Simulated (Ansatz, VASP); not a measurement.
ZrSi3 in VASP and in Ansatz

INCAR

```
PREC = Accurate
ENCUT = 520
EDIFF = 1E-6
ISMEAR = 0
SIGMA = 0.05
LREAL = False
LASPH = True
NELM = 80
ALGO = Normal
ISIF = 2
LWAVE = False
LCHARG = False
GGA = PS
NBANDS = 20
```

Contents of KPOINTS:

```
Automatic mesh
0
Gamma
  8 8 8
```

Contents of POSCAR:

```
ZrSi3
1.0
    3.9507739786      0.0000000000     -0.0197538699
    0.0000000000      3.9507739786      0.0000000000
   -0.0197538699      0.0000000000      3.9507739786
Zr Si
1 3
Direct
    0.0000000000      0.0000000000      0.0000000000
    0.0000000000      0.5000000000      0.5000000000
    0.5000000000      0.5000000000      0.0000000000
    0.5000000000      0.0000000000      0.5000000000
```

Input for Ansatz:

```yaml
crystal:
  lattice:
    - [3.9507739786, 0.0, -0.0197538699]
    - [0.0, 3.9507739786, 0.0]
    - [-0.0197538699, 0.0, 3.9507739786]
  atoms:
    - { symbol: Zr, position: [0.0, 0.0, 0.0] }
    - { symbol: Si, position: [0.0, 0.5, 0.5] }
    - { symbol: Si, position: [0.5, 0.5, 0.0] }
    - { symbol: Si, position: [0.5, 0.0, 0.5] }
basis:
  ecutwfc: 420
  ecutrho_ratio: 4
kpoints:
  mp_grid: { grid: [8, 8, 8] }
hamiltonian:
  xc: pbesol
scf:
  occupations: { method: gaussian, width: 0.05 }
output:
  forces: true
  stress: true
  eigenvalues: true
```

Change from the starting cell: strain e5 = -0.01, atoms carried along.

Alike in both runs: task single point; functional PBEsol; k mesh 8 × 8 × 8; occupations gaussian, width 0.05 eV; no spin polarisation.

|  | VASP | Ansatz |
| --- | --- | --- |
| version | VASP 6.6.1 | Ansatz 0.2.0 |
| potentials or method | VASP PAW PBE potentials, release 64 (Zr_sv, Si), cutoff 520 eV | scalar-relativistic, plane waves, PAW |
| valence electrons in the cell | 24 | 24 |

```csv
,VASP,Ansatz,Ansatz less VASP
gap on the k mesh at the Fermi level (eV),none,none,-
pressure (GPa),0.2,0.0,-0.16
"traceless stress, the component that is largest in VASP (GPa)",0.38,0.38,-0.001
```

VASP's potentials were made for PBE, not for PBEsol. A gap of «none» marks a metal or a gap that the smearing closes.
